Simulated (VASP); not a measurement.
# CaScC4N4: single point with PBE

CaScC4N4:

```
Ca Sc C N
1.0
     7.63110    0.00000    0.00000
     0.00000    7.63110    0.00000
     0.00000    0.00000    4.04477
Ca Sc C N
1 1 4 4
Direct
  0.00000 0.00000 0.00000
  0.50000 0.50000 0.00000
  0.19514 0.80486 0.00000
  0.80486 0.19514 0.00000
  0.19514 0.19514 0.00000
  0.80486 0.80486 0.00000
  0.30356 0.69644 0.00000
  0.69644 0.30356 0.00000
  0.30356 0.30356 0.00000
  0.69644 0.69644 0.00000
```

- Program: VASP 6.6.1
- Task: single point
- Functional: PBE
- Potentials or basis: VASP PAW PBE potentials, release 64 (Ca_sv, Sc_sv, C, N)
- Cutoff: 520 eV
- k mesh: 2 × 2 × 4
- Occupations: gaussian, width 0.1 eV
- Spin: collinear spin, ferromagnetic start
- Starting moments: [0.0, 0.0, 1.0, 1.0, 1.0, 1.0, 1.0, 1.0, 1.0, 1.0] μB

```json
{
 "Pressure": "11.0 GPa",
 "Largest force": "3.467 eV/Å",
 "Net moment": "0.78 μB per cell",
 "Site moments": "Ca +0.01; Sc +0.39; C +0.01; N -0.00 μB",
 "Valence electrons inside the program's atomic spheres": "Ca 8.54; Sc 9.42; C 2.63; N 3.92"
}
```

Forces in eV/Å, atoms in the order of the input:
```
Ca   0.000  0.000  0.000
Sc   0.000  0.000  0.000
C    2.451 -2.451  0.000
C   -2.451  2.451  0.000
C    2.451  2.451  0.000
C   -2.451 -2.451  0.000
N    0.253 -0.253  0.000
N   -0.253  0.253  0.000
N    0.253  0.253  0.000
N   -0.253 -0.253  0.000
```

Stress tensor (GPa, compression positive):
```
16.33  0.00  0.00
 0.00 16.33  0.00
 0.00  0.00  0.30
```

Levels at points of the mesh, in eV from the Fermi level:
Spin up:
| k point | band 26 | band 27 | band 28 | band 29 | band 30 | band 31 | band 32 | band 33 |
| --- | --- | --- | --- | --- | --- | --- | --- | --- |
| (0.00, 0.00, 0.00) | -4.19 | -3.57 | -3.57 | -0.77 | -0.14 | 1.06 | 1.06 | 1.62 |
| (0.50, 0.00, 0.00) | -4.33 | -3.78 | -3.58 | -0.76 | 0.94 | 1.14 | 1.19 | 1.36 |
| (0.50, 0.50, 0.00) | -4.66 | -3.34 | -3.34 | -0.76 | 1.07 | 1.07 | 1.29 | 1.53 |
| (0.00, 0.00, 0.50) | -4.16 | -3.36 | -3.36 | -0.01 | 0.27 | 0.27 | 0.56 | 1.79 |
| (0.50, 0.00, 0.50) | -4.27 | -3.56 | -3.43 | 0.25 | 0.58 | 0.80 | 1.02 | 1.30 |
| (0.50, 0.50, 0.50) | -4.78 | -3.17 | -3.17 | 0.30 | 0.30 | 1.35 | 1.39 | 1.42 |
Spin down:
```csv
k point,band 26,band 27,band 28,band 29,band 30,band 31
"(0.00, 0.00, 0.00)",-4.18,-3.55,-3.55,-0.05,0.44,1.18
"(0.50, 0.00, 0.00)",-4.32,-3.75,-3.56,0.46,1.09,1.16
"(0.50, 0.50, 0.00)",-4.65,-3.33,-3.33,0.47,1.19,1.19
"(0.00, 0.00, 0.50)",-4.15,-3.34,-3.34,0.08,0.40,0.40
"(0.50, 0.00, 0.50)",-4.26,-3.54,-3.41,0.38,0.83,1.00
"(0.50, 0.50, 0.50)",-4.76,-3.16,-3.16,0.43,0.43,1.42
```

Wall time 4.3 min on 1 thread of Intel(R) Xeon(R) Platinum 8559C (Emerald Rapids), on a shared host, peak memory 0.49 GiB.

Caveat: the k points lie up to 0.41 Å⁻¹ apart; a moment this small can come from the mesh or the smearing; forces of over 1 eV/Å act on the atoms, so gaps and moduli don't describe the material at rest.
